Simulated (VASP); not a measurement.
# Bi (R-3m) in VASP: single point with PBE+D3(BJ)

Aim: the single point of Bi with PBE+D3(BJ).

Everything below comes from runs of VASP 6.6.1. Logs are shortened: lines on timing, memory, paths and dates and some standing lists are left out, and cuts for length are marked.

### Step 1. The cell of the first run

It takes space group R-3m (No. 166, trigonal). The conventional cell has a = 4.533 Å, b = 4.533 Å, c = 11.661 Å, α = 90.00°, β = 90.00°, γ = 120.00°. Within 4.1 Å of Bi (site symmetry 3m) lie 6 Bi at 3.09 to 3.45 Å.

### Step 2. Single point, PBE+D3(BJ)

The input, INCAR:

```
PREC = Accurate
ENCUT = 520
EDIFF = 1E-6
ISMEAR = 0
SIGMA = 0.1
LREAL = F
LASPH = T
NELM = 100
ALGO = Normal
ISIF = 2
LWAVE = F
LCHARG = F
GGA = PE
IVDW = 12
NBANDS = 22
```

The input, KPOINTS:

```
Automatic mesh
0
Gamma
  12 12 12
```

The input, POSCAR:

```
Bi
1.0
    2.2662953199      1.3084462130      3.8868387201
   -2.2662953199      1.3084462130      3.8868387201
    0.0000000000     -2.6168924260      3.8868387201
Bi
2
Direct
    0.2371161262      0.2371161262      0.2371161262
    0.7628838738      0.7628838738      0.7628838738
```

Potentials or basis: VASP PAW PBE potentials, release 64 (Bi_d).

On the command line:

```console
> cat potpaw_PBE.64/Bi_d/POTCAR > POTCAR
> mpirun -np 1 vasp_std > vasp.out
```

OUTCAR:

```text
PREC = Accurate
   ENCUT = 520
   EDIFF = 1E-6
   ISMEAR = 0
   LREAL = F
   LASPH = T
   NELM = 100
   ISIF = 2
   GGA = PE
   IVDW = 12
 IVDW          = 12

 ion  position               nearest neighbor table
   1  0.237  0.237  0.237-   2 3.09   2 3.09   2 3.09   2 3.45   2 3.45   2 3.45
   2  0.763  0.763  0.763-   1 3.09   1 3.09   1 3.09   1 3.45   1 3.45   1 3.45

  LATTYP: Found a trigonal (rhomboedric) cell.
 ALAT       =     4.6856847104
 COS(alpha) =     0.5321389679

  Lattice vectors:

 A1 = (   2.2662953199,   1.3084462130,   3.8868387201)
 A2 = (  -2.2662953199,   1.3084462130,   3.8868387201)
 A3 = (   0.0000000000,  -2.6168924260,   3.8868387201)

Analysis of symmetry for initial positions (statically):
=====================================================================
 Subroutine PRICEL returns:
 Original cell was already a primitive cell.

 Routine SETGRP: Setting up the symmetry group for a
 trigonal (rhombohedral) supercell.

 Subroutine GETGRP returns: Found 12 space group operations
 (whereof 12 operations were pure point group operations)
 out of a pool of 12 trial point group operations.

The static configuration has the point symmetry D_3d.

Analysis of symmetry for dynamics (positions and initial velocities):
=====================================================================
 Subroutine PRICEL returns:
 Original cell was already a primitive cell.

 Routine SETGRP: Setting up the symmetry group for a
 trigonal (rhombohedral) supercell.

 Subroutine GETGRP returns: Found 12 space group operations
 (whereof 12 operations were pure point group operations)
 out of a pool of 12 trial point group operations.

The dynamic configuration has the point symmetry D_3d.

 Subroutine INISYM returns: Found 12 space group operations
 (whereof 12 operations are pure point group operations),
 and found     1 'primitive' translations

----------------------------------------------------------------------------------------

                                     Primitive cell

  volume of cell :      69.1545

  direct lattice vectors                    reciprocal lattice vectors
     2.266295320  1.308446213  3.886838720     0.220624380  0.127377545  0.085759497
    -2.266295320  1.308446213  3.886838720    -0.220624380  0.127377545  0.085759497
     0.000000000 -2.616892426  3.886838720     0.000000000 -0.254755090  0.085759497

[... 78 lines left out ...]
   LNONCOLLINEAR =      F non collinear calculations
   LSORBIT =      F    spin-orbit coupling
   LASPH  =      T    aspherical Exc in radial PAW
   ENCUT  =  520.0 eV  38.22 Ry    6.18 a.u.   8.71  8.71  8.71*2*pi/ulx,y,z
   NELM   =    100;   NELMIN=  2; NELMDL= -5     # of ELM steps
   EDIFF  = 0.1E-05   stopping-criterion for ELM
   LREAL  =      F    real-space projection
   EDIFFG = 0.1E-04   stopping-criterion for IOM
   NSW    =      0    number of steps for IOM
   IBRION =     -1    ionic relax: 0-MD 1-quasi-New 2-CG
   NFREE  =      0    steps in history (QN), initial steepest desc. (CG)
   ISIF   =      2    stress and relaxation
   ISYM   =      2    0-nonsym 1-usesym 2-fastsym
   POTIM  = 0.5000    time-step for ionic-motion
   TEBEG  =    0.0;   TEEND  =   0.0 temperature during run
   PSTRESS=    0.0 pullay stress
   NELECT =      30.0000    total number of electrons
   NUPDOWN=      -1.0000    fix difference up-down
   EMIN   =  10.00;   EMAX   =-10.00  energy-range for DOS
   EFERMI =   0.00;   METHOD = LEGACY
   ISMEAR =     0;   SIGMA  =   0.10  broadening in eV -4-tet -1-fermi 0-gaus
   EFERMI_NEDOS =   21; number of points for ismear=-14 and -15
   IALGO  =     38    algorithm
   IMIX   =      4    mixing-type and parameters
     AMIX     =   0.40;   BMIX     =  1.00
     AMIX_MAG =   1.60;   BMIX_MAG =  1.00
  volume/ion in A,a.u.               =      34.58       233.34
  Fermi-wavevector in a.u.,A,eV,Ry     =   1.239296  2.341931 20.896585  1.535856
  Thomas-Fermi vector in A             =   2.373786
   LORBIT       =      0    0 simple, 1 ext, 2 COOP (PROOUT), +10 PAW based schemes
   GGA     = PE    functional components
   LHFCALC =     F    Hartree Fock is set to
   AEXX    =    0.0000 exact exchange contribution
   IVDW    =    12    specifies the selected vdW correction
   LEPSILON=     F    determine dielectric tensor
   LRPA    =     F    only Hartree local field effects (RPA)
 non-spin polarized calculation
 Gauss-broadening in eV      SIGMA  =   0.10
  energy-cutoff  :      520.00
  volume of cell :       69.15
 maximum number of plane-waves:      1889
   NGX = 17   NGY = 17   NGZ = 17

 number of electron      30.0000001 magnetization

 Free energy of the ion-electron system (eV)
  ---------------------------------------------------
  ext. energy  EPLUGINS =         0.00000000
  ---------------------------------------------------
  free energy    TOTEN  =        -7.74602676 eV

  energy without entropy =       -7.74485506  energy(sigma->0) =       -7.74544091

 E-fermi :   6.5247     XC(G=0):  -9.6236

 val. band max:        6.5125365294   @ k =   0.4167   0.0833   0.0833
 cond. band min:       6.6139866639   @ k =   0.4167  -0.0000   0.0000
 fundamental gap:      0.1014501345
 Fermi energy:         6.5247106688

 k-point     1 :       0.0000    0.0000    0.0000
  band No.  band energies     occupation
      1     -16.4165      2.00000
      2     -16.4165      2.00000
      3     -16.2634      2.00000
      4     -16.2634      2.00000
      5     -16.2536      2.00000
      6     -16.0763      2.00000
[... 589 lines left out ...]
     21      14.5439      0.00000
     22      16.7123      0.00000

 [... further k-points ...]

------------------------ aborting loop because EDIFF is reached ----------------------------------------

 Edisp (eV)   -0.92361

 E8    (eV) :    -0.4589

  FORCE on cell =-STRESS in cart. coord.  units (eV):
  Direction    XX          YY          ZZ          XY          YZ          ZX
  --------------------------------------------------------------------------------------
  -------------------------------------------------------------------------------------
  Total      -0.02097    -0.02097    -0.02875     0.00000     0.00000     0.00000
  in kB      -0.48582    -0.48582    -0.66616     0.00000     0.00000     0.00000
  external pressure =       -0.55 kB  Pullay stress =        0.00 kB

 VOLUME and BASIS-vectors are now :
 -----------------------------------------------------------------------------
  energy-cutoff  :      520.00
  volume of cell :       69.15
      direct lattice vectors                 reciprocal lattice vectors
     2.266295320  1.308446213  3.886838720     0.220624380  0.127377545  0.085759497
    -2.266295320  1.308446213  3.886838720    -0.220624380  0.127377545  0.085759497
     0.000000000 -2.616892426  3.886838720     0.000000000 -0.254755090  0.085759497

 POSITION                                       TOTAL-FORCE (eV/Angst)
 -----------------------------------------------------------------------------------
      0.00000      0.00000      2.76490         0.000000     -0.000000      0.004143
      0.00000      0.00000      8.89562         0.000000      0.000000     -0.004143
 -----------------------------------------------------------------------------------
    total drift:                                0.000000     -0.000000      0.000000

  FREE ENERGIE OF THE ION-ELECTRON SYSTEM (eV)
  ---------------------------------------------------
  free  energy   TOTEN  =        -8.6696328204 eV

  energy  without entropy=       -8.6684611204  energy(sigma->0) =       -8.66904697
```

Wall time 7.1 min (1 thread of Oxide Virtual Turin-like, shared host); peak memory 0.33 GiB.

Results:

```
Free energy                : -8.6696 eV
Pressure                   : -0.1 GPa
Largest force              : 0.004 eV/Å
Band gap on the k mesh     : zero (band 15 reaches 6.47 eV, above the bottom of band 16 at 6.28 eV)
Dispersion energy per atom : -0.462 eV
```

Forces in eV/Å, atoms in the order of the input:
```
Bi   0.000  0.000  0.004
Bi   0.000  0.000 -0.004
```

Levels at points of the mesh, in eV from the Fermi level:
```csv
k point,band 13,band 14,band 15,band 16,band 17,band 18
"(0.00, 0.00, 0.00)",-1.50,-1.23,-1.23,2.75,3.05,3.05
"(0.50, 0.00, 0.00)",-1.13,-1.00,-0.26,-0.25,0.38,0.79
"(0.50, 0.50, 0.00)",-4.83,-3.11,-2.97,2.47,5.02,5.37
"(0.50, 0.50, 0.50)",-0.80,-0.52,-0.52,0.52,0.52,0.57
```

Caveat: spin-orbit coupling is left out, which moves the levels of the heavy elements; pairwise dispersion overbinds metals, which lowers pressure and volume.
